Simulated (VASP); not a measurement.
BeS, 2 atoms in the cell. It takes space group F-43m (No. 216, cubic). The conventional cell has a = 4.672 Å, b = 4.672 Å, c = 4.672 Å, α = 90.00°, β = 90.00°, γ = 90.00°. Within 2.7 Å of Be (site symmetry -43m) lie 4 S at 2.02 Å. S (site symmetry -43m) has 4 Be at 2.02 Å within 2.7 Å.  This cell differs from its parent crystal: volume scaled by 0.88.

```yaml
Program: VASP 6.6.1
Task: single point
Functional: PBE
Potentials_or_basis: VASP PAW PBE potentials, release 64 (Be, S)
Cutoff: 520 eV
k_mesh: 8 × 8 × 8
Occupations: gaussian, width 0.02 eV
Spin: no spin polarisation
Dipole_correction: no
Further_INCAR_settings: ALGO = Normal; EDIFF = 1e-07; NBANDS = 11
```

Potentials or basis: VASP PAW PBE potentials, release 64 (Be, S).

Launch:

```sh
$ cat potpaw_PBE.64/Be/POTCAR potpaw_PBE.64/S/POTCAR > POTCAR
$ mpirun -np 1 vasp_std > vasp.out
```

Hardware: 1 thread of Intel(R) Xeon(R) Platinum 8259CL CPU @ 2.50GHz (Skylake/Cascade Lake), on a shared host.

**Question.** How long does it take, and how much memory?

**Answer.** It took 11 s on 1 thread of Intel(R) Xeon(R) Platinum 8259CL CPU @ 2.50GHz (Skylake/Cascade Lake) (shared host), peak memory 0.15 GiB. Counts: scf iterations 13, k points 29.
